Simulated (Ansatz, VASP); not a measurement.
# TiCo in VASP and in Ansatz

The input INCAR:

```
PREC = Accurate
ENCUT = 520
EDIFF = 1E-6
ISMEAR = -1
SIGMA = 0.03
LREAL = False
LASPH = True
NELM = 150
ALGO = Normal
ISIF = 2
LWAVE = False
LCHARG = True
ISPIN = 2
MAGMOM = -1 2
LORBIT = 11
LMAXMIX = 4
GGA = PS
LELF = True
LVHAR = True
NBANDS = 22
```

The input KPOINTS:

```
regular mesh
0
Gamma
  11 11 11
```

POSCAR

```
TiCo
1.0
    2.9660693728      0.0000000000      0.0000000000
    0.0000000000      2.9660693728      0.0000000000
    0.0000000000      0.0000000000      2.9660693728
Ti Co
1 1
Direct
    0.0000000000      0.0000000000      0.0000000000
    0.5000000000      0.5000000000      0.5000000000
```

Input for Ansatz:

```yaml
crystal:
  lattice:
    - [2.9660693728, 0.0, 0.0]
    - [0.0, 2.9660693728, 0.0]
    - [0.0, 0.0, 2.9660693728]
  atoms:
    - { symbol: Ti, position: [0.0, 0.0, 0.0], spin: -1.0 }
    - { symbol: Co, position: [0.5, 0.5, 0.5], spin: 2.0 }
magnetization:
  spin_polarized: true
kpoints:
  mp_grid: { grid: [11, 11, 11] }
scf:
  occupations: { method: fermi_dirac, width: 0.03 }
hamiltonian:
  xc: pbesol
  pseudopotentials: { kind: all_electron, lapw: { basis_error: 0.00025 } }
output:
  forces: true
  stress: true
  eigenvalues: true
```

Change from the starting cell: volume scaled by 0.98.

Alike in both runs: task single point; functional PBEsol; k mesh 11 × 11 × 11; occupations fermi-dirac, width 0.03 eV; collinear spin.

|  | VASP | Ansatz |
| --- | --- | --- |
| version | VASP 6.6.1 | Ansatz 0.2.0 |
| potentials or method | VASP PAW PBE potentials, release 64 (Ti_sv, Co), cutoff 520 eV | all-electron LAPW, scalar-relativistic |

Ansatz gave:

| Property | Result |
| --- | --- |
| pressure (GPa) | -4.1 |
| net moment per atom (μB) | 0.42 |
| size of the moment on the site where the two differ most (μB) | 0.90 |

Question: What did VASP give for the same quantities?

Answer: Pressure (GPa): -5.0; net moment per atom (μB): 0.37; size of the moment on the site where the two differ most (μB): 0.77.

VASP's potentials were made for PBE, not for PBEsol. Site moments also hang on the region over which each program counts them. Ansatz ran all-electron here, and VASP with PAW potentials.
